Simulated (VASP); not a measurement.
# YCuCl4 (P4/mmm) in VASP: a series of runs

Runs on YCuCl4. Level: PBEsol. Tasks: single point, relaxation of cell and atoms.

Everything below comes from runs of VASP 6.6.1. Logs are shortened: lines on timing, memory, paths and dates and some standing lists are left out, and cuts for length are marked.

## (1) The cell of the first run

The structure is tetragonal, space group P4/mmm (No. 123). The conventional cell has a = 4.497 Å, b = 4.497 Å, c = 6.373 Å, α = 90.00°, β = 90.00°, γ = 90.00°. Y (site symmetry 4/mmm) has 8 Cl at 2.76 Å within 3.6 Å. Cu (site symmetry 4/mmm) has 8 Cl at 2.75 Å within 3.6 Å. Cl (site symmetry 2mm) has 2 Cu at 2.75 Å and 2 Y at 2.76 Å and 6 Cl at 3.17 to 3.21 Å within 3.6 Å.

## (2) Single point, PBEsol

File INCAR:

```
ALGO = Normal
EDIFF = 1E-6
ENCUT = 520
GGA = PS
ISIF = 2
ISMEAR = -1
LASPH = T
LCHARG = F
LREAL = F
LWAVE = F
NBANDS = 34
NELM = 80
PREC = Accurate
SIGMA = 0.03
```

File KPOINTS:

```
k-points
0
Gamma
  4 4 4
```

File POSCAR:

```
YCuCl4
1.0
    4.4966098593      0.0000000000      0.0000000000
    0.0000000000      4.4966098593      0.0000000000
    0.0000000000      0.0000000000      6.3725566302
Y Cu Cl
1 1 4
Direct
    0.0000000000      0.0000000000      0.0000000000
    0.5000000000      0.5000000000      0.5000000000
    0.5000000000      0.0000000000      0.7483320335
    0.0000000000      0.5000000000      0.2516679665
    0.5000000000      0.0000000000      0.2516679665
    0.0000000000      0.5000000000      0.7483320335
```

Potentials or basis: VASP PAW PBE potentials, release 64 (Y_sv, Cu, Cl).

The run is started by

```
> cat potpaw_PBE.64/Y_sv/POTCAR potpaw_PBE.64/Cu/POTCAR potpaw_PBE.64/Cl/POTCAR > POTCAR
> mpirun -np 1 vasp_std > vasp.out
```

OUTCAR:

```text
EDIFF = 1E-6
   ENCUT = 520
   GGA = PS
   ISIF = 2
   ISMEAR = -1
   LASPH = T
   LREAL = F
   NELM = 80
   PREC = Accurate

 ion  position               nearest neighbor table
   1  0.000  0.000  0.000-   3 2.76   4 2.76   5 2.76   6 2.76   4 2.76   6 2.76   3 2.76   5 2.76

   2  0.500  0.500  0.500-
   3  0.500  0.000  0.748-   1 2.76   1 2.76
   4  0.000  0.500  0.252-   1 2.76   1 2.76
   5  0.500  0.000  0.252-   1 2.76   1 2.76
   6  0.000  0.500  0.748-   1 2.76   1 2.76

  LATTYP: Found a simple tetragonal cell.
 ALAT       =     4.4966098593
 C/A-ratio  =     1.4171913574

  Lattice vectors:

 A1 = (   4.4966098593,   0.0000000000,   0.0000000000)
 A2 = (   0.0000000000,   4.4966098593,   0.0000000000)
 A3 = (   0.0000000000,   0.0000000000,   6.3725566302)

Analysis of symmetry for initial positions (statically):
=====================================================================
 Subroutine PRICEL returns:
 Original cell was already a primitive cell.

 Routine SETGRP: Setting up the symmetry group for a
 simple tetragonal supercell.

 Subroutine GETGRP returns: Found 16 space group operations
 (whereof 16 operations were pure point group operations)
 out of a pool of 16 trial point group operations.

The static configuration has the point symmetry D_4h.

Analysis of symmetry for dynamics (positions and initial velocities):
=====================================================================
 Subroutine PRICEL returns:
 Original cell was already a primitive cell.

 Routine SETGRP: Setting up the symmetry group for a
 simple tetragonal supercell.

 Subroutine GETGRP returns: Found 16 space group operations
 (whereof 16 operations were pure point group operations)
 out of a pool of 16 trial point group operations.

The dynamic configuration has the point symmetry D_4h.

 Subroutine INISYM returns: Found 16 space group operations
 (whereof 16 operations are pure point group operations),
 and found     1 'primitive' translations

----------------------------------------------------------------------------------------

                                     Primitive cell

  volume of cell :     128.8499

  direct lattice vectors                    reciprocal lattice vectors
     4.496609859  0.000000000  0.000000000     0.222389763  0.000000000  0.000000000
     0.000000000  4.496609859  0.000000000     0.000000000  0.222389763  0.000000000
     0.000000000  0.000000000  6.372556630     0.000000000  0.000000000  0.156922890

  length of vectors
     4.496609859  4.496609859  6.372556630     0.222389763  0.222389763  0.156922890

  position of ions in fractional coordinates (direct lattice)
     0.000000000  0.000000000  0.000000000
     0.500000000  0.500000000  0.500000000
     0.500000000  0.000000000  0.748332033
     0.000000000  0.500000000  0.251667967
     0.500000000  0.000000000  0.251667967
     0.000000000  0.500000000  0.748332033

  ion indices of the primitive-cell ions
   primitive index   ion index
                 1           1
                 2           2
                 3           3
                 4           4
                 5           5
                 6           6

----------------------------------------------------------------------------------------

 KPOINTS: k-points

Automatic generation of k-mesh.
 Grid dimensions read from file:
 generate k-points for:    4    4    4

 Generating k-lattice:

  Cartesian coordinates                     Fractional coordinates (reciprocal lattice)
     0.055597441  0.000000000  0.000000000     0.250000000  0.000000000  0.000000000
     0.000000000  0.055597441  0.000000000     0.000000000  0.250000000  0.000000000
     0.000000000  0.000000000  0.039230722     0.000000000  0.000000000  0.250000000

  Length of vectors
     0.055597441  0.055597441  0.039230722

  Shift w.r.t. Gamma in fractional coordinates (k-lattice)
     0.000000000  0.000000000  0.000000000

 Subroutine IBZKPT returns following result:
 ===========================================

 Found     18 irreducible k-points:

 Following reciprocal coordinates:
            Coordinates               Weight
  0.000000  0.000000  0.000000      1.000000
  0.250000  0.000000  0.000000      4.000000
  0.500000  0.000000  0.000000      2.000000
  0.250000  0.250000  0.000000      4.000000
  0.500000  0.250000  0.000000      4.000000
  0.500000  0.500000  0.000000      1.000000
[... 10 lines left out ...]
  0.500000  0.250000  0.500000      4.000000
  0.500000  0.500000  0.500000      1.000000
   k-points           NKPTS =     18   k-points in BZ     NKDIM =     18   number of bands    NBANDS=     34
   number of dos      NEDOS =    301   number of ions     NIONS =      6
   total plane-waves  NPLWV =  62208
   dimension x,y,z NGX =    36 NGY =   36 NGZ =   48
   dimension x,y,z NGXF=    72 NGYF=   72 NGZF=   96
   ions per type =               1   1   4
   NGX,Y,Z   is equivalent  to a cutoff of  13.31, 13.31, 12.52 a.u.
   NGXF,Y,Z  is equivalent  to a cutoff of  26.62, 26.62, 25.04 a.u.
 SYSTEM =  unknown system
   PREC   = accura    normal or accurate (medium, high low for compatibility)
   ISTART =      0    job   : 0-new  1-cont  2-samecut
   ICHARG =      2    charge: 1-file 2-atom 10-const
   ISPIN  =      1    spin polarized calculation?
   LNONCOLLINEAR =      F non collinear calculations
   LSORBIT =      F    spin-orbit coupling
   LASPH  =      T    aspherical Exc in radial PAW
   ENCUT  =  520.0 eV  38.22 Ry    6.18 a.u.   8.36  8.36 11.85*2*pi/ulx,y,z
   NELM   =     80;   NELMIN=  2; NELMDL= -5     # of ELM steps
   EDIFF  = 0.1E-05   stopping-criterion for ELM
   LREAL  =      F    real-space projection
   EDIFFG = 0.1E-04   stopping-criterion for IOM
   NSW    =      0    number of steps for IOM
   IBRION =     -1    ionic relax: 0-MD 1-quasi-New 2-CG
   NFREE  =      0    steps in history (QN), initial steepest desc. (CG)
   ISIF   =      2    stress and relaxation
   ISYM   =      2    0-nonsym 1-usesym 2-fastsym
   POTIM  = 0.5000    time-step for ionic-motion
   TEBEG  =    0.0;   TEEND  =   0.0 temperature during run
   PSTRESS=    0.0 pullay stress
   NELECT =      50.0000    total number of electrons
   NUPDOWN=      -1.0000    fix difference up-down
   EMIN   =  10.00;   EMAX   =-10.00  energy-range for DOS
   EFERMI =   0.00;   METHOD = LEGACY
   ISMEAR =    -1;   SIGMA  =   0.03  broadening in eV -4-tet -1-fermi 0-gaus
   EFERMI_NEDOS =   21; number of points for ismear=-14 and -15
   IALGO  =     38    algorithm
   IMIX   =      4    mixing-type and parameters
     AMIX     =   0.40;   BMIX     =  1.00
     AMIX_MAG =   1.60;   BMIX_MAG =  1.00
  volume/ion in A,a.u.               =      21.47       144.92
  Fermi-wavevector in a.u.,A,eV,Ry     =   1.194089  2.256502 19.399856  1.425849
  Thomas-Fermi vector in A             =   2.330088
   LORBIT       =      0    0 simple, 1 ext, 2 COOP (PROOUT), +10 PAW based schemes
   GGA     = PS    functional components
   LHFCALC =     F    Hartree Fock is set to
   AEXX    =    0.0000 exact exchange contribution
   IVDW    =     0    specifies the selected vdW correction
   LEPSILON=     F    determine dielectric tensor
   LRPA    =     F    only Hartree local field effects (RPA)
 non-spin polarized calculation
  energy-cutoff  :      520.00
  volume of cell :      128.85
 maximum number of plane-waves:      3499
 NGX is ok and might be reduce to    36
   NGX = 17   NGY = 17   NGZ = 23

 number of electron      50.0000010 magnetization

 Free energy of the ion-electron system (eV)
  ---------------------------------------------------
  ext. energy  EPLUGINS =         0.00000000
  ---------------------------------------------------
  free energy    TOTEN  =       -27.70878152 eV

  energy without entropy =      -27.70878144  energy(sigma->0) =      -27.70878148

 E-fermi :   4.1960     XC(G=0):  -9.6666

 val. band max:        3.7731842251   @ k =   0.5000   0.5000   0.5000
 cond. band min:       4.5800921315   @ k =   0.5000   0.5000   0.0000
 fundamental gap:      0.8069079064
 Fermi energy:         4.1959590663

 k-point     1 :       0.0000    0.0000    0.0000
  band No.  band energies     occupation
      1     -39.4885      2.00000
      2     -19.5517      2.00000
      3     -19.4661      2.00000
      4     -19.4661      2.00000
      5     -12.5720      2.00000
      6     -11.7267      2.00000
[... 26 lines left out ...]
     33       8.9736      0.00000
     34       9.1914      0.00000

 k-point     2 :       0.2500    0.0000    0.0000
  band No.  band energies     occupation
      1     -39.4877      2.00000
      2     -19.5391      2.00000
      3     -19.5116      2.00000
      4     -19.4647      2.00000
      5     -12.3606      2.00000
      6     -11.6407      2.00000
[... 26 lines left out ...]
     33       9.5846      0.00000
     34       9.8188      0.00000

 k-point     3 :       0.5000    0.0000    0.0000
  band No.  band energies     occupation
      1     -39.4870      2.00000
      2     -19.5560      2.00000
      3     -19.5264      2.00000
      4     -19.4632      2.00000
      5     -11.9940      2.00000
      6     -11.7871      2.00000
[... 26 lines left out ...]
     33      10.4457      0.00000
     34      11.0606      0.00000

 k-point     4 :       0.2500    0.2500    0.0000
  band No.  band energies     occupation
      1     -39.4870      2.00000
      2     -19.5267      2.00000
      3     -19.5104      2.00000
      4     -19.5093      2.00000
      5     -12.1744      2.00000
      6     -11.5786      2.00000
[... 26 lines left out ...]
     33       9.7708      0.00000
     34      10.5788      0.00000

 k-point     5 :       0.5000    0.2500    0.0000
  band No.  band energies     occupation
      1     -39.4862      2.00000
      2     -19.5540      2.00000
      3     -19.5142      2.00000
      4     -19.5081      2.00000
      5     -11.8581      2.00000
      6     -11.7536      2.00000
[... 399 lines left out ...]
 k-point    16 :       0.2500    0.2500    0.5000
  band No.  band energies     occupation
      1     -39.4870      2.00000
      2     -19.5275      2.00000
      3     -19.5101      2.00000
      4     -19.5090      2.00000
      5     -11.8962      2.00000
      6     -11.8920      2.00000
[... 26 lines left out ...]
     33      10.4251      0.00000
     34      10.8417      0.00000

 k-point    17 :       0.5000    0.2500    0.5000
  band No.  band energies     occupation
      1     -39.4862      2.00000
      2     -19.5534      2.00000
      3     -19.5147      2.00000
      4     -19.5078      2.00000
      5     -11.7201      2.00000
      6     -11.6281      2.00000
[... 26 lines left out ...]
     33      10.6444      0.00000
     34      10.8065      0.00000

 k-point    18 :       0.5000    0.5000    0.5000
  band No.  band energies     occupation
      1     -39.4854      2.00000
      2     -19.5515      2.00000
      3     -19.5515      2.00000
      4     -19.5022      2.00000
      5     -11.6856      2.00000
      6     -11.6856      2.00000
[... 26 lines left out ...]
     33      11.1881      0.00000
     34      11.6300      0.00000

------------------------ aborting loop because EDIFF is reached ----------------------------------------

  FORCE on cell =-STRESS in cart. coord.  units (eV):
  Direction    XX          YY          ZZ          XY          YZ          ZX
  --------------------------------------------------------------------------------------
  -------------------------------------------------------------------------------------
  Total       -0.0391675     -0.0391675     -0.0345815      0.0000000      0.0000000      0.0000000
  in kB       -0.4870263     -0.4870263     -0.4300022      0.0000000      0.0000000      0.0000000
  external PRESSURE =      -0.4680183 kB  Pullay stress =       0.0000000 kB

 VOLUME and BASIS-vectors are now :
 -----------------------------------------------------------------------------
  energy-cutoff  :      520.00
  volume of cell :      128.85
      direct lattice vectors                 reciprocal lattice vectors
     4.496609859  0.000000000  0.000000000     0.222389763  0.000000000  0.000000000
     0.000000000  4.496609859  0.000000000     0.000000000  0.222389763  0.000000000
     0.000000000  0.000000000  6.372556630     0.000000000  0.000000000  0.156922890

 POSITION                                       TOTAL-FORCE (eV/Angst)
 -----------------------------------------------------------------------------------
      0.00000      0.00000      0.00000        -0.000000      0.000000     -0.000000
      2.24830      2.24830      3.18628        -0.000000      0.000000     -0.000000
      2.24830      0.00000      4.76879        -0.000000      0.000000      0.002390
      0.00000      2.24830      1.60377         0.000000      0.000000     -0.002390
      2.24830      0.00000      1.60377        -0.000000      0.000000     -0.002390
      0.00000      2.24830      4.76879        -0.000000     -0.000000      0.002390
 -----------------------------------------------------------------------------------
    total drift:                                0.000000      0.000000      0.000000

  FREE ENERGIE OF THE ION-ELECTRON SYSTEM (eV)
  ---------------------------------------------------
  free  energy   TOTEN  =       -27.7087815159 eV

  energy  without entropy=      -27.7087814365  energy(sigma->0) =      -27.70878148
```

It took 57 s on 1 thread of Intel Xeon 6975P-C (Granite Rapids), shared host; peak memory 0.29 GiB.

What came out:

```
Free energy            : -27.7088 eV
Pressure               : 0.0 GPa
Band gap on the k mesh : 0.81 eV, indirect (least direct gap 0.88 eV)
```

Forces on the atoms (eV/Å):
```
Y    0.000  0.000  0.000
Cu   0.000  0.000  0.000
Cl   0.000  0.000  0.002
Cl   0.000  0.000 -0.002
Cl   0.000  0.000 -0.002
Cl   0.000  0.000  0.002
```

Levels at points of the mesh, in eV from the valence-band top:
```
           k point  band 23  band 24  band 25  band 26  band 27  band 28
(0.00, 0.00, 0.00)    -0.33    -0.05    -0.05     0.96     2.20     2.51
(0.50, 0.00, 0.00)    -0.33    -0.28    -0.08     2.09     2.52     3.23
(0.50, 0.50, 0.00)    -0.34    -0.34    -0.07     0.81     2.34     3.59
(0.00, 0.00, 0.50)    -0.15    -0.15    -0.11     1.88     2.19     2.63
(0.50, 0.00, 0.50)    -0.46    -0.27    -0.22     2.29     2.89     3.47
(0.50, 0.50, 0.50)    -0.44    -0.44     0.00     2.24     2.56     3.18
```

Caveat: the PAW data sets were made with another functional, which shifts forces and pressure a little. As with any semilocal functional, this PBEsol gap is likely too small.

## (3) Relaxation of cell and atoms, PBEsol

This run uses another cell than the first one, of 27.29 Å³/atom, 1.271 times its volume.

File INCAR:

```
  ALGO = Normal
  EDIFF = 1E-6
  EDIFFG = -0.01
  ENCUT = 600
  GGA = PS
  IBRION = 2
  ISIF = 3
  ISMEAR = -1
  LASPH = True
  LCHARG = False
  LREAL = False
  LWAVE = False
  NELM = 80
  NSW = 100
  PREC = Accurate
  SIGMA = 0.03
```

KPOINTS is that of step 2.

File POSCAR:

```
YCuCl4
1.0
    4.8456245700      0.0000000000      0.0000000000
    0.0000000000      4.8456245700      0.0000000000
    0.0000000000      0.0000000000      6.9733582800
Y Cu Cl
1 1 4
Direct
    0.0000000000      0.0000000000      0.0000000000
    0.5000000000      0.5000000000      0.5000000000
    0.5000000000      0.0000000000      0.7327468500
    0.0000000000      0.5000000000      0.2672531500
    0.5000000000      0.0000000000      0.2672531500
    0.0000000000      0.5000000000      0.7327468500
```

Potentials or basis: VASP PAW PBE potentials, release 64 (Y_sv, Cu, Cl).

The run is started by

```
> cat potpaw_PBE.64/Y_sv/POTCAR potpaw_PBE.64/Cu/POTCAR potpaw_PBE.64/Cl/POTCAR > POTCAR
> mpirun -np 1 vasp_std > vasp.out
```

Run time: 8.7 min. Hardware: 1 thread of Intel Xeon 6975P-C (Granite Rapids), shared host; peak memory 0.38 GiB.

It converged, with:

```yaml
Free_energy: -27.7136 eV
Relaxed_volume: 21.48 Å³/atom
Relaxed_cell: a = 4.497 Å, b = 4.497 Å, c = 6.373 Å, α = 90.00°, β = 90.00°, γ = 90.00°
Space_group_after_relaxing_to_0.05_Å: P4/mmm (No. 123)
Energy_gained_by_relaxing: 251.5 meV/atom
Ionic_steps: 9
Pressure_after_relaxing: 0.0 GPa
Largest_force_after_relaxing: 0.008 eV/Å
Band_gap_on_the_k_mesh: 0.81 eV, indirect (least direct gap 0.88 eV)
```

Forces on the atoms (eV/Å):
```
Y    0.000  0.000  0.000
Cu   0.000  0.000  0.000
Cl   0.000  0.000  0.008
Cl   0.000  0.000 -0.008
Cl   0.000  0.000 -0.008
Cl   0.000  0.000  0.008
```

Step by step:
| step | energy change (eV) | largest force (eV/Å) | pressure (GPa) | volume (Å³) |
| --- | --- | --- | --- | --- |
| 1 | 0.0000 | 1.0353 | -9.04 | 163.73 |
| 2 | -1.4519 | 0.4961 | -1.22 | 129.89 |
| 3 | -1.4680 | 0.3962 | 0.51 | 126.54 |
| 4 | -1.4678 | 0.4182 | 0.19 | 127.23 |
| 5 | -1.4951 | 0.2392 | 0.09 | 127.85 |
| 6 | -1.5091 | 0.0102 | 0.06 | 128.78 |
| 7 | -1.5092 | 0.0024 | 0.05 | 128.75 |
| 8 | -1.5092 | 0.0055 | 0.05 | 128.72 |
| 9 | -1.5092 | 0.0083 | -0.01 | 128.88 |

Final structure:
```cif
data_structure
_symmetry_space_group_name_H-M 'P 1'
_symmetry_Int_Tables_number 1
_cell_length_a 4.4971
_cell_length_b 4.4971
_cell_length_c 6.3729
_cell_angle_alpha 90.000
_cell_angle_beta 90.000
_cell_angle_gamma 90.000
_cell_volume 128.88
loop_
_atom_site_label
_atom_site_type_symbol
_atom_site_fract_x
_atom_site_fract_y
_atom_site_fract_z
_atom_site_occupancy
Y1 Y 0.00000 0.00000 0.00000 1
Cu1 Cu 0.50000 0.50000 0.50000 1
Cl1 Cl 0.50000 0.00000 0.74823 1
Cl2 Cl 0.00000 0.50000 0.25177 1
Cl3 Cl 0.50000 0.00000 0.25177 1
Cl4 Cl 0.00000 0.50000 0.74823 1
```

Levels at points of the mesh, in eV from the valence-band top:
```
           k point  band 23  band 24  band 25  band 26  band 27  band 28
(0.00, 0.00, 0.00)    -0.33    -0.05    -0.05     0.96     2.20     2.51
(0.50, 0.00, 0.00)    -0.33    -0.28    -0.08     2.09     2.52     3.23
(0.50, 0.50, 0.00)    -0.35    -0.35    -0.07     0.81     2.35     3.59
(0.00, 0.00, 0.50)    -0.15    -0.15    -0.11     1.88     2.19     2.63
(0.50, 0.00, 0.50)    -0.46    -0.27    -0.22     2.29     2.89     3.47
(0.50, 0.50, 0.50)    -0.44    -0.44     0.00     2.23     2.56     3.18
```

Caveat: the volume moved by over 15 % at a fixed basis, so the end points are rough; the PAW data sets were made with another functional, which shifts forces and pressure a little.
